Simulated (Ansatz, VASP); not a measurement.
**Ga in VASP and in Ansatz**

INCAR

```
SYSTEM = Ga
PREC = Accurate
ENCUT = 520
EDIFF = 1E-6
ISMEAR = -1
SIGMA = 0.05
LREAL = .FALSE.
LASPH = .TRUE.
NELM = 100
ALGO = Normal
ISIF = 2
LWAVE = .FALSE.
LCHARG = .FALSE.
GGA = PS
NBANDS = 34
```

Contents of KPOINTS:

```
Automatic mesh
0
G
  9 9 8
  0 0 0
```

Contents of POSCAR:

```
Ga
1.0
    2.2362380000     -3.8111232500     -0.0078352500
    2.2744620000      3.8336767500      0.0303887500
    0.0225835000      0.0225835000      4.5167000000
Ga
4
Direct
    0.1525000000      0.8475000000      0.0785000000
    0.6525000000      0.3475000000      0.4215000000
    0.8475000000      0.1525000000      0.9215000000
    0.3475000000      0.6525000000      0.5785000000
```

Input for Ansatz:

```yaml
crystal:
  lattice:
    - [2.236238, -3.81112325, -0.00783525]
    - [2.274462, 3.83367675, 0.03038875]
    - [0.0225835, 0.0225835, 4.5167]
  atoms:
    - { symbol: Ga, position: [0.1525, 0.8475, 0.0785] }
    - { symbol: Ga, position: [0.6525, 0.3475, 0.4215] }
    - { symbol: Ga, position: [0.8475, 0.1525, 0.9215] }
    - { symbol: Ga, position: [0.3475, 0.6525, 0.5785] }
kpoints:
  mp_grid: { grid: [9, 9, 8] }
  band_path:
    path:
      - [0.0, 0.0, 0.0]
      - [0.5, 0.0, 0.0]
      - [0.0, 0.0, -0.5]
      - [0.0, 0.0, 0.0]
      - [0.0, 0.5, 0.0]
      - [-0.5, 0.5, 0.5]
      - [0.0, 0.0, 0.0]
      - [0.0, 0.5, 0.5]
      - [-0.5, 0.5, 0.0]
    npoints: 5
scf:
  occupations: { method: fermi_dirac, width: 0.05 }
hamiltonian:
  xc: pbesol
  pseudopotentials: { kind: all_electron, lapw: { basis_error: 0.001 } }
output:
  forces: true
  stress: true
  eigenvalues: true
```

Change from the starting cell: equal xy, yz and zx shear strains of +1 %.

Alike in both runs: task single point; functional PBEsol; k mesh 9 × 9 × 8; occupations fermi-dirac, width 0.05 eV; no spin polarisation.

```csv
,VASP,Ansatz
version,VASP 6.6.1,Ansatz 0.2.0
potentials or method,"VASP PAW PBE potentials, release 64 (Ga_d), cutoff 520 eV","all-electron LAPW, scalar-relativistic"
```

Ansatz gave:

| Item | Value |
| --- | --- |
| pressure (GPa) | -1.1 |
| traceless stress, the component that is largest in VASP (GPa) | 1.47 |
| rms of the force components (eV/Å) | 0.253 |

Task: What did VASP give for the same quantities?

Result: Pressure (GPa): -1.3; traceless stress, the component that is largest in VASP (GPa): 1.47; rms of the force components (eV/Å): 0.251.

VASP's potentials were made for PBE, not for PBEsol. Atom by atom the forces differ by 0.002 eV/Å (rms over components). Ansatz ran all-electron here, and VASP with PAW potentials.
